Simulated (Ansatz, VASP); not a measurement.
Given: the input of a run of Ansatz 0.2.0 on Al2O3.

File input.yaml:

```yaml
crystal:
  lattice:
    - [4.613777, 0.0, 0.0]
    - [0.0, 9.563279, 0.0]
    - [0.0, 0.0, 3.119862]
  atoms:
    - { symbol: Al, position: [0.982975, 0.824573, 0.0] }
    - { symbol: Al, position: [0.017025, 0.175427, 0.0] }
    - { symbol: Al, position: [0.482975, 0.675427, 0.5] }
    - { symbol: Al, position: [0.517025, 0.324573, 0.5] }
    - { symbol: O, position: [0.5, 0.5, 0.5] }
    - { symbol: O, position: [0.123635, 0.75305, 0.5] }
    - { symbol: O, position: [0.376365, 0.25305, 0.0] }
    - { symbol: O, position: [0.623635, 0.74695, 0.0] }
    - { symbol: O, position: [0.0, 0.0, 0.0] }
    - { symbol: O, position: [0.876365, 0.24695, 0.5] }
hamiltonian:
  xc: rpbe
  pseudopotentials: { kind: paw }
  dispersion: d3bj
kpoints:
  mp_grid: { grid: [6, 3, 9] }
scf:
  occupations: { method: fermi_dirac, width: 0.05 }
output:
  forces: true
  stress: true
  eigenvalues: true
relax:
  f_tol: 0.01
  max_steps: 40
  cell: { stress_tol: 0.05 }
```

Potentials or basis: Ansatz PAW.

Launch:

```console
$ ansatz run input.yaml --threads 4 --pin off --max-ram 11264MiB --backend cpu --events-out ev --progress --plain --runs-dir out
```

Set up the same calculation for VASP 6.6.1. Potentials there: VASP PAW PBE potentials, release 64 (Al, O).

As run (the cutoff follows the program's own potentials):

The input INCAR:

```
SYSTEM = Al2O3
PREC     = Accurate       ! precision mode
ENCUT    = 600            ! plane-wave cutoff, eV
EDIFF    = 1E-7           ! SCF threshold, eV
ISMEAR   = -1             ! smearing method
SIGMA    = 0.05           ! smearing width, eV
LREAL    = .False.        ! projectors in reciprocal space
LASPH    = .True.         ! aspherical terms in the spheres
NELM     = 100            ! most SCF steps
ALGO     = Normal         ! electronic algorithm
ISIF     = 3              ! what is computed and relaxed
LWAVE    = .False.        ! write WAVECAR
LCHARG   = .False.        ! write CHGCAR
GGA      = RP             ! functional
IVDW     = 12             ! dispersion correction
IBRION   = 2              ! ionic algorithm
NSW      = 60             ! ionic steps
EDIFFG   = -0.01          ! ionic threshold
```

KPOINTS

```
regular mesh
0
Gamma
  6 3 9
  0 0 0
```

POSCAR

```
Al2O3
1.0
    4.6137770000      0.0000000000      0.0000000000
    0.0000000000      9.5632790000      0.0000000000
    0.0000000000      0.0000000000      3.1198620000
Al O
4 6
Direct
    0.9829750000      0.8245730000      0.0000000000
    0.0170250000      0.1754270000      0.0000000000
    0.4829750000      0.6754270000      0.5000000000
    0.5170250000      0.3245730000      0.5000000000
    0.5000000000      0.5000000000      0.5000000000
    0.1236350000      0.7530500000      0.5000000000
    0.3763650000      0.2530500000      0.0000000000
    0.6236350000      0.7469500000      0.0000000000
    0.0000000000      0.0000000000      0.0000000000
    0.8763650000      0.2469500000      0.5000000000
```

Potentials or basis: VASP PAW PBE potentials, release 64 (Al, O).

Launch:

```bash
$ cat potpaw_PBE.64/Al/POTCAR potpaw_PBE.64/O/POTCAR > POTCAR
$ mpirun -np 1 vasp_std > vasp.out
```

Both were run:

|  | VASP | Ansatz | Ansatz less VASP |
| --- | --- | --- | --- |
| gap on the k mesh at the Fermi level, each at its own relaxed structure (eV) | 3.78 | 3.80 | +0.010 |
| relaxed volume (Å³/atom) | 13.16 | 13.01 | -0.152 |
| relaxed cell length with the largest relative difference (Å) | 9.474 | 9.388 | -0.0853 |

VASP's potentials were made for PBE, not for RPBE.

Noted on Ansatz's run: odd divisions of the mesh miss points on the zone boundary, where band edges often lie, so the gap on the mesh can be too wide; the plane-wave basis is chosen anew once the cell has moved, so the energies of steps on either side of that aren't comparable.
